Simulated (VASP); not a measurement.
# KBr (Pm-3m) in VASP: settings compared

Aim: see how the results for KBr move with the level of theory and the settings. Levels: LDA, PBE, r2SCAN. Tasks: single point.

Program: VASP 6.6.1. These are calculated values, not measurements. Logs are shortened: lines on timing, memory, paths and dates and some standing lists are left out, and cuts for length are marked.

## (1) The cell of the first run

The structure is cubic, space group Pm-3m (No. 221). Conventional cell: a = 3.976 Å, b = 3.976 Å, c = 3.976 Å, α = 90.00°, β = 90.00°, γ = 90.00°. K (site symmetry m-3m) has 8 Br at 3.44 Å and 6 K at 3.98 Å within 4.5 Å. Br (site symmetry m-3m) has 8 K at 3.44 Å and 6 Br at 3.98 Å within 4.5 Å.

## (2) Single point, LDA

INCAR reads:

```
ALGO = Normal
EDIFF = 1E-6
ENCUT = 520
ISIF = 2
ISMEAR = 0
LASPH = T
LCHARG = F
LREAL = F
LWAVE = F
NBANDS = 15
NELM = 100
PREC = Accurate
SIGMA = 0.01
```

KPOINTS reads:

```
k-points
0
Gamma
  4 4 4
```

POSCAR reads:

```
KBr
1.0
    3.9758690659      0.0000000000      0.0000000000
    0.0000000000      3.9758690659      0.0000000000
    0.0000000000      0.0000000000      3.9758690659
K Br
1 1
Direct
    0.0000000000      0.0000000000      0.0000000000
    0.5000000000      0.5000000000      0.5000000000
```

Potentials or basis: VASP PAW LDA potentials, release 64 (K_sv, Br).

The run is started by

```bash
$ cat potpaw_LDA.64/K_sv/POTCAR potpaw_LDA.64/Br/POTCAR > POTCAR
$ mpirun -np 1 vasp_std > vasp.out
```

OUTCAR:

```text
EDIFF = 1E-6
   ENCUT = 520
   ISIF = 2
   ISMEAR = 0
   LASPH = T
   LREAL = F
   NELM = 100
   PREC = Accurate

 ion  position               nearest neighbor table
   1  0.000  0.000  0.000-
   2  0.500  0.500  0.500-

  LATTYP: Found a simple cubic cell.
 ALAT       =     3.9758690659

  Lattice vectors:

 A1 = (   3.9758690659,   0.0000000000,   0.0000000000)
 A2 = (   0.0000000000,   3.9758690659,   0.0000000000)
 A3 = (   0.0000000000,   0.0000000000,   3.9758690659)

Analysis of symmetry for initial positions (statically):
=====================================================================
 Subroutine PRICEL returns:
 Original cell was already a primitive cell.

 Routine SETGRP: Setting up the symmetry group for a
 simple cubic supercell.

 Subroutine GETGRP returns: Found 48 space group operations
 (whereof 48 operations were pure point group operations)
 out of a pool of 48 trial point group operations.

The static configuration has the point symmetry O_h .

Analysis of symmetry for dynamics (positions and initial velocities):
=====================================================================
 Subroutine PRICEL returns:
 Original cell was already a primitive cell.

 Routine SETGRP: Setting up the symmetry group for a
 simple cubic supercell.

 Subroutine GETGRP returns: Found 48 space group operations
 (whereof 48 operations were pure point group operations)
 out of a pool of 48 trial point group operations.

The dynamic configuration has the point symmetry O_h .

 Subroutine INISYM returns: Found 48 space group operations
 (whereof 48 operations are pure point group operations),
 and found     1 'primitive' translations

----------------------------------------------------------------------------------------

                                     Primitive cell

  volume of cell :      62.8487

  direct lattice vectors                    reciprocal lattice vectors
     3.975869066  0.000000000  0.000000000     0.251517337  0.000000000  0.000000000
     0.000000000  3.975869066  0.000000000     0.000000000  0.251517337  0.000000000
     0.000000000  0.000000000  3.975869066     0.000000000  0.000000000  0.251517337

  length of vectors
     3.975869066  3.975869066  3.975869066     0.251517337  0.251517337  0.251517337

  position of ions in fractional coordinates (direct lattice)
     0.000000000  0.000000000  0.000000000
     0.500000000  0.500000000  0.500000000

  ion indices of the primitive-cell ions
   primitive index   ion index
                 1           1
                 2           2

----------------------------------------------------------------------------------------

 KPOINTS: k-points

Automatic generation of k-mesh.
 Grid dimensions read from file:
 generate k-points for:    4    4    4

 Generating k-lattice:

  Cartesian coordinates                     Fractional coordinates (reciprocal lattice)
     0.062879334  0.000000000  0.000000000     0.250000000  0.000000000  0.000000000
     0.000000000  0.062879334  0.000000000     0.000000000  0.250000000  0.000000000
     0.000000000  0.000000000  0.062879334     0.000000000  0.000000000  0.250000000

  Length of vectors
     0.062879334  0.062879334  0.062879334

  Shift w.r.t. Gamma in fractional coordinates (k-lattice)
     0.000000000  0.000000000  0.000000000

 Subroutine IBZKPT returns following result:
 ===========================================

 Found     10 irreducible k-points:

 Following reciprocal coordinates:
            Coordinates               Weight
  0.000000  0.000000  0.000000      1.000000
  0.250000  0.000000  0.000000      6.000000
  0.500000  0.000000  0.000000      3.000000
  0.250000  0.250000  0.000000     12.000000
  0.500000  0.250000  0.000000     12.000000
  0.500000  0.500000  0.000000      3.000000
  0.250000  0.250000  0.250000      8.000000
  0.500000  0.250000  0.250000     12.000000
  0.500000  0.500000  0.250000      6.000000
  0.500000  0.500000  0.500000      1.000000
   k-points           NKPTS =     10   k-points in BZ     NKDIM =     10   number of bands    NBANDS=     15
   number of dos      NEDOS =    301   number of ions     NIONS =      2
   total plane-waves  NPLWV =  27000
   dimension x,y,z NGX =    30 NGY =   30 NGZ =   30
   dimension x,y,z NGXF=    60 NGYF=   60 NGZF=   60
   ions per type =               1   1
   NGX,Y,Z   is equivalent  to a cutoff of  12.54, 12.54, 12.54 a.u.
   NGXF,Y,Z  is equivalent  to a cutoff of  25.09, 25.09, 25.09 a.u.
 SYSTEM =  unknown system
   PREC   = accura    normal or accurate (medium, high low for compatibility)
   ISTART =      0    job   : 0-new  1-cont  2-samecut
   ICHARG =      2    charge: 1-file 2-atom 10-const
   ISPIN  =      1    spin polarized calculation?
   LNONCOLLINEAR =      F non collinear calculations
   LSORBIT =      F    spin-orbit coupling
   LASPH  =      T    aspherical Exc in radial PAW
   ENCUT  =  520.0 eV  38.22 Ry    6.18 a.u.   7.39  7.39  7.39*2*pi/ulx,y,z
   NELM   =    100;   NELMIN=  2; NELMDL= -5     # of ELM steps
   EDIFF  = 0.1E-05   stopping-criterion for ELM
   LREAL  =      F    real-space projection
   EDIFFG = 0.1E-04   stopping-criterion for IOM
   NSW    =      0    number of steps for IOM
   IBRION =     -1    ionic relax: 0-MD 1-quasi-New 2-CG
   NFREE  =      0    steps in history (QN), initial steepest desc. (CG)
   ISIF   =      2    stress and relaxation
   ISYM   =      2    0-nonsym 1-usesym 2-fastsym
   POTIM  = 0.5000    time-step for ionic-motion
   TEBEG  =    0.0;   TEEND  =   0.0 temperature during run
   PSTRESS=    0.0 pullay stress
   NELECT =      16.0000    total number of electrons
   NUPDOWN=      -1.0000    fix difference up-down
   EMIN   =  10.00;   EMAX   =-10.00  energy-range for DOS
   EFERMI =   0.00;   METHOD = LEGACY
   ISMEAR =     0;   SIGMA  =   0.01  broadening in eV -4-tet -1-fermi 0-gaus
   EFERMI_NEDOS =   21; number of points for ismear=-14 and -15
   IALGO  =     38    algorithm
   IMIX   =      4    mixing-type and parameters
     AMIX     =   0.40;   BMIX     =  1.00
     AMIX_MAG =   1.60;   BMIX_MAG =  1.00
  volume/ion in A,a.u.               =      31.42       212.06
  Fermi-wavevector in a.u.,A,eV,Ry     =   1.037567  1.960717 14.647283  1.076545
  Thomas-Fermi vector in A             =   2.172011
   LORBIT       =      0    0 simple, 1 ext, 2 COOP (PROOUT), +10 PAW based schemes
   GGA     = CA    functional components
   LHFCALC =     F    Hartree Fock is set to
   AEXX    =    0.0000 exact exchange contribution
   IVDW    =     0    specifies the selected vdW correction
   LEPSILON=     F    determine dielectric tensor
   LRPA    =     F    only Hartree local field effects (RPA)
 non-spin polarized calculation
 Gauss-broadening in eV      SIGMA  =   0.01
  energy-cutoff  :      520.00
  volume of cell :       62.85
 maximum number of plane-waves:      1743
 NGX is ok and might be reduce to    30
   NGX = 15   NGY = 15   NGZ = 15

 number of electron      15.9999996 magnetization

 Free energy of the ion-electron system (eV)
  ---------------------------------------------------
  ext. energy  EPLUGINS =         0.00000000
  ---------------------------------------------------
  free energy    TOTEN  =        -6.72590067 eV

  energy without entropy =       -6.72590067  energy(sigma->0) =       -6.72590067

 E-fermi :  -0.6057     XC(G=0):  -8.5280

 val. band max:       -0.6590201876   @ k =   0.5000   0.5000   0.0000
 cond. band min:       2.9707837375   @ k =   0.0000   0.0000   0.0000
 fundamental gap:      3.6298039251
 Fermi energy:        -0.6057249174

 k-point     1 :       0.0000    0.0000    0.0000
  band No.  band energies     occupation
      1     -28.8771      2.00000
      2     -13.5742      2.00000
      3     -12.5312      2.00000
      4     -12.5312      2.00000
      5     -12.5312      2.00000
      6      -0.9453      2.00000
      7      -0.9453      2.00000
      8      -0.9453      2.00000
      9       2.9708      0.00000
     10       4.8463      0.00000
     11       4.8463      0.00000
     12       8.9475      0.00000
     13       8.9475      0.00000
     14       8.9475      0.00000
     15      11.7330      0.00000

 k-point     2 :       0.2500    0.0000    0.0000
  band No.  band energies     occupation
      1     -28.8701      2.00000
      2     -13.6477      2.00000
      3     -12.5185      2.00000
      4     -12.5185      2.00000
      5     -12.4494      2.00000
      6      -2.0598      2.00000
      7      -0.9377      2.00000
      8      -0.9377      2.00000
      9       4.2295      0.00000
     10       5.3313      0.00000
     11       6.0870      0.00000
     12       8.8148      0.00000
     13       8.8148      0.00000
     14       9.1993      0.00000
     15       9.8202      0.00000

 k-point     3 :       0.5000    0.0000    0.0000
  band No.  band energies     occupation
      1     -28.8632      2.00000
      2     -13.7217      2.00000
      3     -12.5057      2.00000
      4     -12.5057      2.00000
      5     -12.3604      2.00000
      6      -2.8433      2.00000
      7      -0.9313      2.00000
      8      -0.9313      2.00000
      9       5.6784      0.00000
     10       6.2248      0.00000
     11       6.9655      0.00000
     12       8.0537      0.00000
     13       8.9612      0.00000
     14       8.9612      0.00000
     15       9.5100      0.00000
[... 91 lines left out ...]
 k-point     9 :       0.5000    0.5000    0.2500
  band No.  band energies     occupation
      1     -28.8441      2.00000
      2     -13.2206      2.00000
      3     -12.6908      2.00000
      4     -12.6908      2.00000
      5     -12.5788      2.00000
      6      -2.2207      2.00000
      7      -2.2207      2.00000
      8      -1.5673      2.00000
      9       5.1602      0.00000
     10       6.8253      0.00000
     11       6.8253      0.00000
     12       7.2550      0.00000
     13       9.1700      0.00000
     14       9.1700      0.00000
     15      10.5019      0.00000

 k-point    10 :       0.5000    0.5000    0.5000
  band No.  band energies     occupation
      1     -28.8379      2.00000
      2     -13.1467      2.00000
      3     -12.6686      2.00000
      4     -12.6686      2.00000
      5     -12.6686      2.00000
      6      -2.2599      2.00000
      7      -2.2599      2.00000
      8      -2.2599      2.00000
      9       6.5519      0.00000
     10       6.5519      0.00000
     11       6.5519      0.00000
     12       8.7413      0.00000
     13       8.7413      0.00000
     14       8.7413      0.00000
     15      10.5863      0.00000

------------------------ aborting loop because EDIFF is reached ----------------------------------------

  FORCE on cell =-STRESS in cart. coord.  units (eV):
  Direction    XX          YY          ZZ          XY          YZ          ZX
  --------------------------------------------------------------------------------------
  -------------------------------------------------------------------------------------
  Total       -0.7741683     -0.7741683     -0.7741683      0.0000000      0.0000000     -0.0000000
  in kB      -19.7355736    -19.7355736    -19.7355736      0.0000000      0.0000000     -0.0000000
  external PRESSURE =     -19.7355736 kB  Pullay stress =       0.0000000 kB

 VOLUME and BASIS-vectors are now :
 -----------------------------------------------------------------------------
  energy-cutoff  :      520.00
  volume of cell :       62.85
      direct lattice vectors                 reciprocal lattice vectors
     3.975869066  0.000000000  0.000000000     0.251517337  0.000000000  0.000000000
     0.000000000  3.975869066  0.000000000     0.000000000  0.251517337  0.000000000
     0.000000000  0.000000000  3.975869066     0.000000000  0.000000000  0.251517337

 POSITION                                       TOTAL-FORCE (eV/Angst)
 -----------------------------------------------------------------------------------
      0.00000      0.00000      0.00000         0.000000      0.000000      0.000000
      1.98793      1.98793      1.98793         0.000000      0.000000      0.000000
 -----------------------------------------------------------------------------------
    total drift:                                0.000000      0.000000     -0.000000

  FREE ENERGIE OF THE ION-ELECTRON SYSTEM (eV)
  ---------------------------------------------------
  free  energy   TOTEN  =        -6.7259006695 eV

  energy  without entropy=       -6.7259006695  energy(sigma->0) =       -6.72590067
```

It took 6.5 s on 1 thread of Intel Xeon 6975P-C, shared host; peak memory 0.15 GiB.

Results:

| Quantity | Value |
| --- | --- |
| Free energy | -6.7259 eV |
| Pressure | -2.0 GPa |
| Band gap on the k mesh | 3.63 eV, indirect (least direct gap 3.92 eV) |

A k mesh can miss the band edges.

## (3) Single point, PBE

INCAR reads:

```
PREC = Accurate ; ENCUT = 520
EDIFF = 1E-6 ; ISMEAR = 0
SIGMA = 0.01 ; LREAL = False
LASPH = True ; NELM = 80
ALGO = Normal ; ISIF = 2
LWAVE = False ; LCHARG = False
GGA = PE ; NBANDS = 15
```

KPOINTS reads:

```
Automatic mesh
0
Gamma
  4 4 4
```

POSCAR is that of step 2.

Potentials or basis: VASP PAW PBE potentials, release 64 (K_sv, Br).

The run is started by

```bash
$ cat potpaw_PBE.64/K_sv/POTCAR potpaw_PBE.64/Br/POTCAR > POTCAR
$ mpirun -np 1 vasp_std > vasp.out
```

Run time: 7.7 s. Hardware: 1 thread of Intel Xeon 6975P-C, shared host; peak memory 0.16 GiB.

The run converged. Its results:

| Property | Result |
| --- | --- |
| Free energy | -6.0650 eV |
| Pressure | 0.9 GPa |
| Band gap on the k mesh | 4.02 eV, indirect (least direct gap 4.30 eV) |

Levels at points of the mesh, in eV from the valence-band top:
| k point | band 4 | band 5 | band 6 | band 7 | band 8 | band 9 | band 10 | band 11 | band 12 | band 13 |
| --- | --- | --- | --- | --- | --- | --- | --- | --- | --- | --- |
| (0.00, 0.00, 0.00) | -12.03 | -12.03 | -0.28 | -0.28 | -0.28 | 4.02 | 5.79 | 5.79 | 9.76 | 9.76 |
| (0.50, 0.00, 0.00) | -12.00 | -11.82 | -2.10 | -0.26 | -0.26 | 6.67 | 7.18 | 7.93 | 8.92 | 9.80 |
| (0.50, 0.50, 0.00) | -12.19 | -11.99 | -1.48 | -1.48 | 0.00 | 5.23 | 6.54 | 8.07 | 8.07 | 10.64 |
| (0.50, 0.50, 0.50) | -12.15 | -12.15 | -1.55 | -1.55 | -1.55 | 7.51 | 7.51 | 7.51 | 9.59 | 9.59 |

(Part 1 of 2 ends here.)
